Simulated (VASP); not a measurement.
A run of VASP 6.6.1 is set up as follows.

The input INCAR:

```
PREC = Accurate
ENCUT = 600
EDIFF = 1E-6
ISMEAR = -1
SIGMA = 0.1
LREAL = F
LASPH = T
NELM = 100
ALGO = Normal
ISIF = 3
LWAVE = F
LCHARG = F
GGA = PE
IBRION = 2
NSW = 32
EDIFFG = -0.005
PSTRESS = 2500.0
```

The input KPOINTS:

```
regular mesh
0
Gamma
  14 14 14
```

File POSCAR:

```
Hf
1.0
    0.0000000000      2.3434302799      2.3434302799
    2.3434302799      0.0000000000      2.3434302799
    2.3434302799      2.3434302799      0.0000000000
Hf
2
Direct
   -0.1250000000     -0.1250000000     -0.1250000000
    0.1250000000      0.1250000000      0.1250000000
```

Potentials or basis: VASP PAW PBE potentials, release 64 (Hf_pv).

Launch:

```console
$ cat potpaw_PBE.64/Hf_pv/POTCAR > POTCAR
$ mpirun -np 1 vasp_std > vasp.out
```

Problem. Predict the relaxed cell.

Solution. a = 3.302 Å, b = 3.302 Å, c = 3.302 Å, α = 60.00°, β = 60.00°, γ = 60.00°.

Problem. What does it give for the band gap on the k mesh?

Solution. Zero (bands 10 and 11 overlap by 3.07 eV).

Problem. Predict the relaxed volume.

Solution. 12.72 Å³/atom.

Problem. What does it give for the space group after relaxing (to 0.1 Å)?

Solution. Fd-3m (No. 227).

Step by step:
```tsv
step	energy change (eV)	largest force (eV/Å)	pressure (GPa)	volume (Å³)
1	0.0000	0.0000	239.76	25.74
2	5.5102	0.0000	371.78	22.79
3	0.4218	0.0000	249.43	25.46
4	0.4440	0.0000	249.94	25.45
5	0.4531	0.0000	250.16	25.44
6	0.3949	0.0000	248.81	25.48
7	0.4468	0.0000	250.00	25.45
```

Caveat: the cell is relaxed towards a set pressure, so the run minimises the enthalpy, not the energy; atoms lie so close that the PAW spheres overlap strongly, which falsifies energies and pressures; spin-orbit coupling is left out, which moves the levels of the heavy elements.
